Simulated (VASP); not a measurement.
# Na16H (a cell with a defect) in VASP: further runs

Runs on Na16H (a cell with a defect). Level: PBE. Tasks: single point, relaxation of the atoms.

All numbers are computed with VASP 6.6.1; they aren't measurements. Logs are shortened: lines on timing, memory, paths and dates and some standing lists are left out, and cuts for length are marked.

### Step 1. The cell of the first run

The cell holds a defect, 17 atoms: a = 8.460 Å, b = 8.460 Å, c = 8.460 Å, α = 90.00°, β = 90.00°, γ = 90.00°.

### Step 2. Single point, PBE

The input, INCAR:

```
SYSTEM = Na16H
ALGO     = Normal         ! electronic algorithm
EDIFF    = 1E-6           ! SCF threshold, eV
ENCUT    = 520            ! plane-wave cutoff, eV
GGA      = PE             ! functional
ISIF     = 2              ! what is computed and relaxed
ISMEAR   = 0              ! smearing method
LASPH    = .True.         ! aspherical terms in the spheres
LCHARG   = .False.        ! write CHGCAR
LREAL    = Auto         
LWAVE    = .False.        ! write WAVECAR
NBANDS   = 70             ! bands
NELM     = 100            ! most SCF steps
PREC     = Accurate       ! precision mode
SIGMA    = 0.15           ! smearing width, eV
```

The input, KPOINTS:

```
k-points
0
Gamma
  2 2 2
  0 0 0
```

The input, POSCAR:

```
Na16H
1.0
    8.4600000000      0.0000000000      0.0000000000
    0.0000000000      8.4600000000      0.0000000000
    0.0000000000      0.0000000000      8.4600000000
Na H
16 1
Direct
   -0.0059205473      0.0118556998      0.0000413077
    0.5114695782     -0.0114331854      0.0000382894
   -0.0058598930      0.4890985028      0.0000403630
    0.0049693183      0.0179318907      0.5000806719
    0.2690904329      0.2504892018      0.2391104444
    0.5114825095      0.5122770282      0.0000363087
    0.4810303233     -0.0105045054      0.5000624698
    0.7444369562      0.2505862269      0.2669979047
    0.0048373914      0.4826581016      0.5000799194
    0.2378229522      0.7503240468      0.2388670009
    0.2690974932      0.2504875152      0.7610068899
    0.4809593486      0.5114765034      0.5000612454
    0.7559072506      0.7503100723      0.2614905371
    0.7444639363      0.2505853272      0.7330622093
    0.2378228445      0.7503223963      0.7612378114
    0.7559041568      0.7503098304      0.7386256435
    0.8743494481      0.2496441475      0.4999473835
```

Potentials or basis: VASP PAW PBE potentials, release 64 (Na_pv, H).

Started as:

```
$ cat potpaw_PBE.64/Na_pv/POTCAR potpaw_PBE.64/H/POTCAR > POTCAR
$ mpirun -np 1 vasp_std > vasp.out
```

OUTCAR:

```text
SYSTEM = Na16H
   EDIFF = 1E-6
   ENCUT = 520
   GGA = PE
   ISIF = 2
   ISMEAR = 0
   LASPH = .True.
   LREAL = Auto
   NELM = 100
   PREC = Accurate

 ion  position               nearest neighbor table
   1  0.994  0.012  0.000-
   2  0.511  0.989  0.000-
   3  0.994  0.489  0.000-
   4  0.005  0.018  0.500-
   5  0.269  0.250  0.239-
   6  0.511  0.512  0.000-
[... 9 lines left out ...]
  16  0.756  0.750  0.739-
  17  0.874  0.250  0.500-

  LATTYP: Found a simple cubic cell.
 ALAT       =     8.4600000000

  Lattice vectors:

 A1 = (   8.4600000000,   0.0000000000,   0.0000000000)
 A2 = (   0.0000000000,   8.4600000000,   0.0000000000)
 A3 = (   0.0000000000,   0.0000000000,   8.4600000000)

Analysis of symmetry for initial positions (statically):
=====================================================================
 Subroutine PRICEL returns:
 Original cell was already a primitive cell.

 Routine SETGRP: Setting up the symmetry group for a
 simple cubic supercell.

 Subroutine GETGRP returns: Found  1 space group operations
 (whereof  1 operations were pure point group operations)
 out of a pool of 48 trial point group operations.

The static configuration has the point symmetry C_1 .

Analysis of symmetry for dynamics (positions and initial velocities):
=====================================================================
 Subroutine PRICEL returns:
 Original cell was already a primitive cell.

 Routine SETGRP: Setting up the symmetry group for a
 simple cubic supercell.

 Subroutine GETGRP returns: Found  1 space group operations
 (whereof  1 operations were pure point group operations)
 out of a pool of 48 trial point group operations.

The dynamic configuration has the point symmetry C_1 .

 Subroutine INISYM returns: Found  1 space group operations
 (whereof  1 operations are pure point group operations),
 and found     1 'primitive' translations

----------------------------------------------------------------------------------------

                                     Primitive cell

  volume of cell :     605.4957

  direct lattice vectors                    reciprocal lattice vectors
     8.460000000  0.000000000  0.000000000     0.118203310  0.000000000  0.000000000
     0.000000000  8.460000000  0.000000000     0.000000000  0.118203310  0.000000000
     0.000000000  0.000000000  8.460000000     0.000000000  0.000000000  0.118203310

  length of vectors
     8.460000000  8.460000000  8.460000000     0.118203310  0.118203310  0.118203310

  position of ions in fractional coordinates (direct lattice)
     0.994079453  0.011855700  0.000041308
     0.511469578  0.988566815  0.000038289
     0.994140107  0.489098503  0.000040363
     0.004969318  0.017931891  0.500080672
     0.269090433  0.250489202  0.239110444
     0.511482509  0.512277028  0.000036309
[... 9 lines left out ...]
     0.755904157  0.750309830  0.738625644
     0.874349448  0.249644147  0.499947384

  ion indices of the primitive-cell ions
   primitive index   ion index
                 1           1
                 2           2
                 3           3
                 4           4
                 5           5
                 6           6
[... 9 lines left out ...]
                16          16
                17          17

----------------------------------------------------------------------------------------

 KPOINTS: k-points

Automatic generation of k-mesh.
 Grid dimensions read from file:
 generate k-points for:    2    2    2

 Generating k-lattice:

  Cartesian coordinates                     Fractional coordinates (reciprocal lattice)
     0.059101655  0.000000000  0.000000000     0.500000000  0.000000000  0.000000000
     0.000000000  0.059101655  0.000000000     0.000000000  0.500000000  0.000000000
     0.000000000  0.000000000  0.059101655     0.000000000  0.000000000  0.500000000

  Length of vectors
     0.059101655  0.059101655  0.059101655

  Shift w.r.t. Gamma in fractional coordinates (k-lattice)
     0.000000000  0.000000000  0.000000000

 Subroutine IBZKPT returns following result:
 ===========================================

 Found      8 irreducible k-points:

 Following reciprocal coordinates:
            Coordinates               Weight
  0.000000  0.000000  0.000000      1.000000
  0.500000  0.000000  0.000000      1.000000
  0.000000  0.500000  0.000000      1.000000
  0.000000  0.000000  0.500000      1.000000
  0.500000  0.500000  0.000000      1.000000
  0.000000  0.500000  0.500000      1.000000
  0.500000  0.000000  0.500000      1.000000
  0.500000  0.500000  0.500000      1.000000
   k-points           NKPTS =      8   k-points in BZ     NKDIM =      8   number of bands    NBANDS=     70
   number of dos      NEDOS =    301   number of ions     NIONS =     17
   total plane-waves  NPLWV = 262144
   dimension x,y,z NGX =    64 NGY =   64 NGZ =   64
   dimension x,y,z NGXF=   128 NGYF=  128 NGZF=  128
[... 58 lines left out ...]
  free energy    TOTEN  =       -24.03546778 eV

  energy without entropy =      -23.82711358  energy(sigma->0) =      -23.93129068

 E-fermi :   0.1666     XC(G=0):  -6.4689

 val. band max:       -0.0039658657   @ k =   0.0000   0.0000   0.0000
 cond. band min:       0.1964510249   @ k =   0.5000   0.0000   0.5000
 fundamental gap:      0.2004168906
 Fermi energy:         0.1666425806

 k-point     1 :       0.0000    0.0000    0.0000
  band No.  band energies     occupation
      1     -24.6855      2.00000
      2     -24.6844      2.00000
      3     -24.6816      2.00000
      4     -24.6811      2.00000
      5     -24.6796      2.00000
      6     -24.6763      2.00000
[... 60 lines left out ...]
     67       1.4827      0.00000
     68       2.4327      0.00000

 k-point     2 :       0.5000    0.0000    0.0000
  band No.  band energies     occupation
      1     -24.6853      2.00000
      2     -24.6843      2.00000
      3     -24.6814      2.00000
      4     -24.6808      2.00000
      5     -24.6791      2.00000
      6     -24.6760      2.00000
[... 60 lines left out ...]
     67       1.9915      0.00000
     68       1.9918      0.00000

 k-point     3 :       0.0000    0.5000    0.0000
  band No.  band energies     occupation
      1     -24.6845      2.00000
      2     -24.6838      2.00000
      3     -24.6816      2.00000
      4     -24.6808      2.00000
      5     -24.6783      2.00000
      6     -24.6770      2.00000
[... 60 lines left out ...]
     67       1.9857      0.00000
     68       1.9905      0.00000

 k-point     4 :       0.0000    0.0000    0.5000
  band No.  band energies     occupation
      1     -24.6851      2.00000
      2     -24.6830      2.00000
      3     -24.6814      2.00000
      4     -24.6812      2.00000
      5     -24.6784      2.00000
      6     -24.6771      2.00000
[... 60 lines left out ...]
     67       1.9854      0.00000
     68       1.9906      0.00000

 k-point     5 :       0.5000    0.5000    0.0000
  band No.  band energies     occupation
      1     -24.6844      2.00000
      2     -24.6838      2.00000
      3     -24.6816      2.00000
      4     -24.6808      2.00000
      5     -24.6786      2.00000
      6     -24.6773      2.00000
[... 60 lines left out ...]
     67       2.5053      0.00000
     68       2.5140      0.00000

 k-point     6 :       0.0000    0.5000    0.5000
  band No.  band energies     occupation
      1     -24.6839      2.00000
      2     -24.6829      2.00000
      3     -24.6826      2.00000
      4     -24.6804      2.00000
      5     -24.6773      2.00000
      6     -24.6770      2.00000
[... 60 lines left out ...]
     67       2.5021      0.00000
     68       2.5228      0.00000

 k-point     7 :       0.5000    0.0000    0.5000
  band No.  band energies     occupation
      1     -24.6850      2.00000
      2     -24.6830      2.00000
      3     -24.6814      2.00000
      4     -24.6811      2.00000
      5     -24.6787      2.00000
      6     -24.6774      2.00000
[... 60 lines left out ...]
     67       2.5053      0.00000
     68       2.5140      0.00000

 k-point     8 :       0.5000    0.5000    0.5000
  band No.  band energies     occupation
      1     -24.6838      2.00000
      2     -24.6829      2.00000
      3     -24.6824      2.00000
      4     -24.6805      2.00000
      5     -24.6770      2.00000
      6     -24.6766      2.00000
[... 60 lines left out ...]
     67       2.5029      0.00000
     68       2.5044      0.00000
 [bands above 68 left out]

------------------------ aborting loop because EDIFF is reached ----------------------------------------

  FORCE on cell =-STRESS in cart. coord.  units (eV):
  Direction    XX          YY          ZZ          XY          YZ          ZX
  --------------------------------------------------------------------------------------
  -------------------------------------------------------------------------------------
  Total       -0.3583891     -0.3744513     -0.3897557     -0.0069297     -0.0000313      0.0008057
  in kB       -0.9483186     -0.9908203     -1.0313164     -0.0183363     -0.0000828      0.0021320
  external PRESSURE =      -0.9901518 kB  Pullay stress =       0.0000000 kB

 VOLUME and BASIS-vectors are now :
 -----------------------------------------------------------------------------
  energy-cutoff  :      520.00
  volume of cell :      605.50
      direct lattice vectors                 reciprocal lattice vectors
     8.460000000  0.000000000  0.000000000     0.118203310  0.000000000  0.000000000
     0.000000000  8.460000000  0.000000000     0.000000000  0.118203310  0.000000000
     0.000000000  0.000000000  8.460000000     0.000000000  0.000000000  0.118203310

 POSITION                                       TOTAL-FORCE (eV/Angst)
 -----------------------------------------------------------------------------------
      8.40991      0.10030      0.00035        -0.001327      0.001065     -0.000015
      4.32703      8.36328      0.00032         0.001419      0.001272      0.000023
      8.41043      4.13777      0.00034        -0.001639     -0.002290      0.000002
      0.04204      0.15170      4.23068         0.007931     -0.012353     -0.000210
      2.27651      2.11914      2.02287        -0.004731     -0.000150     -0.000498
      4.32714      4.33386      0.00031         0.001195     -0.000962      0.000034
[... 9 lines left out ...]
      6.39495      6.34762      6.24877         0.001367      0.000040     -0.001374
      7.39700      2.11199      4.22955        -0.001841      0.008251      0.001052
 -----------------------------------------------------------------------------------
    total drift:                               -0.000328     -0.000384     -0.000179

  FREE ENERGIE OF THE ION-ELECTRON SYSTEM (eV)
  ---------------------------------------------------
  free  energy   TOTEN  =       -24.0354677825 eV

  energy  without entropy=      -23.8271135825  energy(sigma->0) =      -23.93129068
```

Wall time 6 min (1 thread of Intel Xeon Platinum 8259CL at 2.50GHz (Skylake/Cascade Lake), shared host); peak memory 0.64 GiB.

What came out:

```
Free energy   : -24.0355 eV
Pressure      : -0.1 GPa
Largest force : 0.015 eV/Å
```

Forces in eV/Å, atoms in the order of the input:
```
Na  -0.001  0.001  0.000
Na   0.001  0.001  0.000
Na  -0.002 -0.002  0.000
Na   0.008 -0.012  0.000
Na  -0.005  0.000  0.000
Na   0.001 -0.001  0.000
Na   0.004 -0.001  0.000
Na  -0.005 -0.001 -0.008
Na   0.005  0.007  0.000
Na  -0.001  0.000  0.001
Na  -0.005  0.000  0.000
Na   0.004  0.000  0.000
Na   0.001  0.000  0.001
Na  -0.005 -0.001  0.007
Na  -0.001  0.000 -0.001
Na   0.001  0.000 -0.001
H   -0.002  0.008  0.001
```

Levels at points of the mesh, in eV from the Fermi level:
```csv
k point,band 54,band 55,band 56,band 57,band 58,band 59
"(0.00, 0.00, 0.00)",-0.99,-0.96,-0.17,0.85,0.87,0.88
"(0.50, 0.00, 0.00)",-0.48,-0.47,-0.46,-0.46,-0.43,0.50
"(0.00, 0.50, 0.00)",-0.47,-0.46,-0.46,-0.45,-0.44,0.52
"(0.00, 0.00, 0.50)",-0.47,-0.46,-0.46,-0.45,-0.44,0.52
"(0.50, 0.50, 0.00)",0.03,0.03,0.04,0.04,0.05,0.06
"(0.00, 0.50, 0.50)",0.05,0.05,0.05,0.05,0.05,0.06
"(0.50, 0.00, 0.50)",0.03,0.03,0.04,0.04,0.05,0.06
"(0.50, 0.50, 0.50)",-1.51,-1.49,-1.49,0.14,2.28,2.28
```

Caveat: the k points lie up to 0.37 Å⁻¹ apart.

### Step 3. Relaxation of the atoms, PBE

The input, INCAR:

```
PREC = Accurate
ENCUT = 520
EDIFF = 1E-7
ISMEAR = 0
SIGMA = 0.15
LREAL = Auto
LASPH = True
NELM = 100
ALGO = Normal
ISIF = 2
LWAVE = False
LCHARG = False
GGA = PE
IBRION = 2
NSW = 80
EDIFFG = -0.03
```

The input, KPOINTS:

```
Automatic mesh
0
Gamma
  2 2 2
```

The input, POSCAR:

```
Na16H
1.0
    8.4600000000      0.0000000000      0.0000000000
    0.0000000000      8.4600000000      0.0000000000
    0.0000000000      0.0000000000      8.4600000000
Na H
16 1
Direct
    0.0000000000      0.0000000000      0.0000000000
    0.5000000000      0.0000000000      0.0000000000
    0.0000000000      0.5000000000      0.0000000000
    0.0000000000      0.0000000000      0.5000000000
    0.2500000000      0.2500000000      0.2500000000
    0.5000000000      0.5000000000      0.0000000000
    0.5000000000      0.0000000000      0.5000000000
    0.7500000000      0.2500000000      0.2500000000
    0.0000000000      0.5000000000      0.5000000000
    0.2500000000      0.7500000000      0.2500000000
    0.2500000000      0.2500000000      0.7500000000
    0.5000000000      0.5000000000      0.5000000000
    0.7500000000      0.7500000000      0.2500000000
    0.7500000000      0.2500000000      0.7500000000
    0.2500000000      0.7500000000      0.7500000000
    0.7500000000      0.7500000000      0.7500000000
    0.8718635000      0.2564188000      0.5007864000
```

Potentials or basis: VASP PAW PBE potentials, release 64 (Na_pv, H).

Started as:

```
$ cat potpaw_PBE.64/Na_pv/POTCAR potpaw_PBE.64/H/POTCAR > POTCAR
$ mpirun -np 1 vasp_std > vasp.out
```

Wall time 26 min (1 thread of Intel Xeon Platinum 8259CL at 2.50GHz (Skylake/Cascade Lake), shared host); peak memory 0.67 GiB.

Results (log left out):

| Property | Result |
| --- | --- |
| Free energy | -24.0222 eV |
| Energy gained by relaxing | 1.3 meV/atom |
| Ionic steps | 6 |
| Pressure after relaxing | -0.1 GPa |
| Largest force after relaxing | 0.027 eV/Å |

Forces on the atoms (eV/Å):
```
Na   0.004  0.012  0.000
Na   0.019  0.003  0.000
Na   0.004 -0.011  0.000
Na   0.003 -0.003  0.000
Na   0.027  0.001 -0.006
Na   0.019 -0.002  0.000
Na  -0.026 -0.004  0.000
Na  -0.006  0.002 -0.009
Na  -0.002 -0.005  0.000
Na  -0.020  0.002  0.003
Na   0.027  0.001  0.006
Na  -0.026  0.006  0.000
Na  -0.004  0.001  0.011
Na  -0.004  0.002  0.007
Na  -0.019  0.002 -0.003
Na  -0.004  0.001 -0.011
H    0.008 -0.009  0.000
```

The path:
```csv
step,energy change (eV),largest force (eV/Å),pressure (GPa)
1,0.0000,0.1379,-0.20
2,-0.0028,0.1294,-0.20
3,-0.0103,0.1028,-0.19
4,-0.0198,0.0407,-0.17
5,-0.0144,0.1169,-0.11
6,-0.0219,0.0273,-0.15
```

Final structure:
```cif
data_structure
_symmetry_space_group_name_H-M 'P 1'
_symmetry_Int_Tables_number 1
_cell_length_a 8.4600
_cell_length_b 8.4600
_cell_length_c 8.4600
_cell_angle_alpha 90.000
_cell_angle_beta 90.000
_cell_angle_gamma 90.000
_cell_volume 605.50
loop_
_atom_site_label
_atom_site_type_symbol
_atom_site_fract_x
_atom_site_fract_y
_atom_site_fract_z
_atom_site_occupancy
Na1 Na 0.00110 0.99990 0.00003 1
Na2 Na 0.50002 0.99851 0.00001 1
Na3 Na 0.00103 0.50017 0.00003 1
Na4 Na 0.99389 0.00908 0.50004 1
Na5 Na 0.25256 0.24995 0.25003 1
Na6 Na 0.50007 0.50157 0.00001 1
Na7 Na 0.49754 0.99997 0.49999 1
Na8 Na 0.75506 0.25030 0.25724 1
Na9 Na 0.99530 0.49393 0.50003 1
Na10 Na 0.24994 0.75005 0.24844 1
Na11 Na 0.25254 0.24995 0.74994 1
Na12 Na 0.49770 0.49974 0.49999 1
Na13 Na 0.74895 0.75028 0.24989 1
Na14 Na 0.75486 0.25029 0.74319 1
Na15 Na 0.24993 0.75005 0.75157 1
Na16 Na 0.74896 0.75028 0.75012 1
H1 H 0.87241 0.25239 0.50022 1
```

Levels at points of the mesh, in eV from the Fermi level:
| k point | band 52 | band 53 | band 54 | band 55 | band 56 | band 57 | band 58 | band 59 | band 60 | band 61 |
| --- | --- | --- | --- | --- | --- | --- | --- | --- | --- | --- |
| (0.00, 0.00, 0.00) | -1.00 | -0.99 | -0.99 | -0.94 | -0.17 | 0.85 | 0.87 | 0.87 | 0.87 | 0.88 |
| (0.50, 0.00, 0.00) | -0.48 | -0.47 | -0.47 | -0.47 | -0.47 | -0.46 | -0.43 | 0.50 | 1.35 | 1.35 |
| (0.00, 0.50, 0.00) | -0.48 | -0.48 | -0.48 | -0.47 | -0.47 | -0.45 | -0.44 | 0.54 | 1.34 | 1.36 |
| (0.00, 0.00, 0.50) | -0.48 | -0.48 | -0.48 | -0.47 | -0.47 | -0.45 | -0.44 | 0.54 | 1.34 | 1.36 |
| (0.50, 0.50, 0.00) | -2.03 | -1.20 | 0.03 | 0.04 | 0.04 | 0.04 | 0.04 | 0.06 | 0.06 | 1.15 |
| (0.00, 0.50, 0.50) | -2.03 | -1.22 | 0.03 | 0.04 | 0.05 | 0.05 | 0.05 | 0.06 | 0.06 | 1.03 |
| (0.50, 0.00, 0.50) | -2.03 | -1.20 | 0.03 | 0.04 | 0.04 | 0.04 | 0.04 | 0.05 | 0.06 | 1.14 |
| (0.50, 0.50, 0.50) | -1.52 | -1.52 | -1.51 | -1.48 | -1.48 | 0.16 | 2.29 | 2.31 | 2.31 | 2.31 |

Caveat: the k points lie up to 0.37 Å⁻¹ apart.
